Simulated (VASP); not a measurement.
Wanted: the native input for a VASP 6.6.1 run.

* Task: single point
* Functional: BLYP
* Potentials or basis: VASP PAW PBE potentials, release 64 (Bi_d)
* Cutoff: 520 eV
* k mesh: 12 × 12 × 12
* Occupations: fermi-dirac, width 0.1 eV
* Spin: no spin polarisation
* Dipole correction: no
* Further INCAR settings: ALGO = Normal; EDIFF = 1e-06; NBANDS = 14

The structure of Bi lies in POSCAR:

```
Bi
1.0
    0.0000000000      2.6859808398      2.6859808398
    2.6859808398      0.0000000000      2.6859808398
    2.6859808398      2.6859808398      0.0000000000
Bi
1
Direct
    0.0000000000      0.0000000000      0.0000000000
```

This cell differs from its parent crystal: volume scaled by 1.12.

These files were run (other wordings do the same):

INCAR

```
AGGAC = 1.0 ; AGGAX = 1.0
ALDAC = 0.0 ; ALDAX = 1.0
ALGO = Normal ; EDIFF = 1E-6
ENCUT = 520 ; GGA = B5
ISIF = 2 ; ISMEAR = -1
LASPH = T ; LCHARG = T
LELF = T ; LREAL = F
LVHAR = T ; LWAVE = F
NBANDS = 14 ; NELM = 80
PREC = Accurate ; SIGMA = 0.1
```

KPOINTS

```
k-points
0
Gamma
  12 12 12
```

Potentials or basis: VASP PAW PBE potentials, release 64 (Bi_d).

Run with:

```bash
$ cat potpaw_PBE.64/Bi_d/POTCAR > POTCAR
$ mpirun -np 1 vasp_std > vasp.out
```

Results of the run:

```json
{
 "Pressure": "-3.6 GPa"
}
```

Caveat: the PAW data sets were made with another functional, which shifts forces and pressure a little.

It took 24 s on 1 thread of Intel(R) Xeon(R) Platinum 8488C (Sapphire Rapids), on a shared host, peak memory 0.17 GiB.
